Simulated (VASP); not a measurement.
**SrO: single point with r2SCAN**

SrO:

```
CELL_PARAMETERS angstrom
0.00000 2.58330 2.58330
2.58330 0.00000 2.58330
2.58330 2.58330 0.00000
ATOMIC_POSITIONS crystal
Sr 0.50000 0.50000 0.50000
O 0.00000 0.00000 0.00000
```

```yaml
Program: VASP 6.6.1
Task: single point
Functional: r2SCAN
Potentials_or_basis: VASP PAW PBE potentials, release 64 (Sr_sv, O)
Cutoff: 520 eV
k_mesh: 9 × 9 × 9
Occupations: fermi-dirac, width 0.05 eV
Spin: no spin polarisation
```

```yaml
Pressure: 0.1 GPa
Band_gap_on_the_k_mesh: 3.81 eV, indirect (least direct gap 3.91 eV)
```

Levels at points of the mesh, in eV from the valence-band top:
```
           k point  band 5  band 6  band 7  band 8  band 9  band 10  band 11  band 12
(0.00, 0.00, 0.00)  -14.56    0.00    0.00    0.00    4.55     6.74     6.74     6.74
```

Run time: 60 s on 1 thread of Intel(R) Xeon(R) Platinum 8375C CPU @ 2.90GHz (Ice Lake), with other jobs on the host, peak memory 0.17 GiB.

Caveat: the PAW data sets were made with another functional, which shifts forces and pressure a little. A k mesh can miss the band edges.
